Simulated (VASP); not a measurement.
Runs of VASP 6.6.1 on C. The structure is that of space group Fm-3m (No. 225), or close to it. The cells are those of the table. 

| task | cell | gap on the mesh (eV) | pressure (GPa) |
| --- | --- | --- | --- |
| relaxation of cell and atoms | relaxed to 20 GPa from a = 2.121 Å, angles 60.0°, 1 atom | none | 20.0 |
| relaxation of cell and atoms | relaxed from a = 2.121 Å, angles 60.0°, 1 atom | none | 0.0 |
| single point | a = 2.145 Å, angles 60.0°, 1 atom | none | 9.7 |
| single point | a = 2.182 Å, angles 60.0°, 1 atom | none | -0.2 |
| single point | a = 2.114 Å, angles 60.0°, 1 atom | none | (a) |
| single point | a = 2.163 Å, angles 60.0°, 1 atom | none | 4.7 |
| relaxation of cell and atoms | relaxed to 10 GPa from a = 2.121 Å, angles 60.0°, 1 atom | none | 10.0 |
| relaxation of cell and atoms | relaxed to 5 GPa from a = 2.121 Å, angles 60.0°, 1 atom | none | 5.0 |

Alike in all rows: level r2SCAN; potentials or basis VASP PAW PBE potentials, release 64 (C); no spin polarisation; k mesh 10 × 10 × 10; cutoff (eV) 660; smearing fermi-dirac 0.05 eV.

Problem. Estimate the missing entries.

Solution. (a) 19.7.

Caveats: some runs use coarse meshes; the PAW data sets were made with another functional, which shifts forces and pressure a little; the cell is relaxed towards a set pressure, so the run minimises the enthalpy, not the energy (at least some runs); the cell stands under pressure (at least some runs).

A gap of «none» marks levels without a gap at the run's occupations.
